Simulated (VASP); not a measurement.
Set up this calculation in VASP 6.6.1, as the native input.

* Task: density of states
* Functional: PBE
* Potentials or basis: VASP PAW PBE potentials, release 64 (Sr_sv, O)
* Cutoff: 520 eV
* k mesh: 8 × 8 × 8
* Occupations: fermi-dirac, width 0.02 eV
* Spin: no spin polarisation
* Dipole correction: no
* k mesh for the DOS: 12 × 12 × 12
* Occupations for the DOS: tetrahedron
* Further INCAR settings: ALGO = Normal; EDIFF = 1e-06

Crystal: SrO.

```
Sr O
1.0
     0.00000    2.56980    2.56980
     2.56980    0.00000    2.56980
     2.56980    2.56980    0.00000
Sr O
1 1
Direct
  0.00000 0.00000 0.00000
  0.50000 0.50000 0.50000
```

One way to write it, as run:

POSCAR

```
SrO
1.0
    0.0000000000      2.5698000000      2.5698000000
    2.5698000000      0.0000000000      2.5698000000
    2.5698000000      2.5698000000      0.0000000000
Sr O
1 1
Direct
    0.0000000000      0.0000000000      0.0000000000
    0.5000000000      0.5000000000      0.5000000000
```

INCAR.step1

```
SYSTEM = SrO
PREC     = Accurate       ! precision mode
ENCUT    = 520            ! plane-wave cutoff, eV
EDIFF    = 1E-6           ! SCF threshold, eV
ISMEAR   = -1             ! smearing method
SIGMA    = 0.02           ! smearing width, eV
LREAL    = .FALSE.        ! projectors in reciprocal space
LASPH    = .TRUE.         ! aspherical terms in the spheres
NELM     = 80             ! most SCF steps
ALGO     = Normal         ! electronic algorithm
ISIF     = 2              ! what is computed and relaxed
LWAVE    = .FALSE.        ! write WAVECAR
LCHARG   = .TRUE.         ! write CHGCAR
GGA      = PE             ! functional
NBANDS   = 15             ! bands
```

KPOINTS.step1

```
regular mesh
0
G
  8 8 8
  0 0 0
```

INCAR.step2

```
SYSTEM = SrO
PREC     = Accurate       ! precision mode
ENCUT    = 520            ! plane-wave cutoff, eV
EDIFF    = 1E-6           ! SCF threshold, eV
ISMEAR   = -5             ! smearing method
SIGMA    = 0.02           ! smearing width, eV
LREAL    = .FALSE.        ! projectors in reciprocal space
LASPH    = .TRUE.         ! aspherical terms in the spheres
NELM     = 80             ! most SCF steps
ALGO     = Normal         ! electronic algorithm
ISIF     = 2              ! what is computed and relaxed
LWAVE    = .FALSE.        ! write WAVECAR
LCHARG   = .FALSE.        ! write CHGCAR
GGA      = PE             ! functional
LORBIT   = 11             ! projections on sites
NEDOS    = 1001           ! points of the DOS
ICHARG   = 11             ! starting density
```

KPOINTS.step2

```
regular mesh
0
G
  12 12 12
  0 0 0
```

Potentials or basis: VASP PAW PBE potentials, release 64 (Sr_sv, O).

Launch:

```console
$ cat potpaw_PBE.64/Sr_sv/POTCAR potpaw_PBE.64/O/POTCAR > POTCAR
$ cp INCAR.step1 INCAR
$ cp KPOINTS.step1 KPOINTS
$ mpirun -np 1 vasp_std > vasp.out
$ cp INCAR.step2 INCAR
$ cp KPOINTS.step2 KPOINTS
$ mpirun -np 1 vasp_std > vasp.out
```

It gave:

```yaml
Valence_electrons_inside_the_program's_atomic_spheres: Sr 8.09; O 4.98
```

Run time: 14 s on 1 thread of Intel(R) Xeon(R) 6975P-C (Granite Rapids), on a shared host, peak memory 0.17 GiB.
